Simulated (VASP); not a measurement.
MgB5:

```
Mg B
1.0
     2.97374    0.00000    0.00000
     0.96030    4.21834    0.00000
     0.83772    0.35728    7.80919
Mg B
2 10
Direct
  0.12497 0.00875 0.01748
  0.85690 0.51406 0.53030
  0.31632 0.25737 0.28786
  0.74115 0.83793 0.79077
  0.10218 0.63614 0.24448
  0.67775 0.22990 0.77660
  0.75794 0.50340 0.93564
  0.35889 0.00072 0.45812
  0.65800 0.49904 0.14756
  0.23804 0.97699 0.66966
  0.89142 0.97043 0.33529
  0.27643 0.56528 0.80625
```

* Program: VASP 6.6.1
* Task: relaxation of cell and atoms
* Functional: PBE
* Potentials or basis: VASP PAW PBE potentials, release 64 (Mg, B)
* Cutoff: 600 eV
* k mesh: 6 × 4 × 2
* Occupations: gaussian, width 0.1 eV
* Spin: no spin polarisation

At the start: pressure 5.5 GPa; volume 8.16 Å³/atom.

**Question.** How do energy, volume and symmetry change on relaxing?

**Answer.** Over 46 steps the energy falls by 116.1 meV/atom and the volume is 8.37 Å³/atom (+2.6 %); space group P1 (No. 1, to 0.1 Å) before and after.

The path:
```csv
step,energy change (eV),largest force (eV/Å),pressure (GPa),volume (Å³)
1,0.0000,1.5836,5.52,97.96
3,-0.3754,0.9818,0.71,100.79
5,-0.5434,0.9973,-2.28,102.85
7,-0.6474,0.5784,0.34,101.95
9,-0.7000,0.6171,0.79,101.82
11,-0.7550,0.3865,-0.37,102.49
13,-0.7970,0.5024,-0.17,102.42
15,-0.8487,0.7641,0.48,102.13
17,-0.8955,0.6565,-0.34,102.23
19,-0.9831,0.5192,-0.60,101.85
21,-1.0011,0.7126,-0.63,101.59
23,-1.0949,0.5495,0.46,100.82
25,-1.1053,0.6373,0.96,100.53
27,-1.2099,0.5193,0.04,100.90
29,-1.2894,0.4375,-0.92,101.22
31,-1.3387,0.5205,0.32,100.29
33,-1.3539,0.3016,0.53,100.22
35,-1.3652,0.2575,-0.15,100.62
37,-1.3736,0.2197,-0.44,100.78
39,-1.3812,0.1731,0.09,100.49
41,-1.3879,0.2534,0.21,100.38
43,-1.3913,0.1139,0.02,100.45
45,-1.3930,0.0530,-0.03,100.50
46,-1.3935,0.0400,-0.01,100.49
```

Final structure:
```
CELL_PARAMETERS angstrom
2.92907 0.16546 0.07597
1.18029 4.32872 0.30446
1.03559 0.92430 8.13225
ATOMIC_POSITIONS crystal
Mg 0.40165 0.02476 0.04926
Mg 0.95905 0.53913 0.53889
B 0.18548 0.29753 0.29470
B 0.69043 0.82413 0.79142
B 0.02263 0.67354 0.22243
B 0.73135 0.19540 0.78720
B 0.76932 0.47008 0.93551
B 0.26422 0.00867 0.44905
B 0.66090 0.46122 0.15855
B 0.18719 0.92812 0.66118
B 0.81514 0.02124 0.31151
B 0.31265 0.55616 0.80031
```

Caveat: the k points lie up to 0.39 Å⁻¹ apart in the final cell, too coarse for converged energies and pressures of a metal.
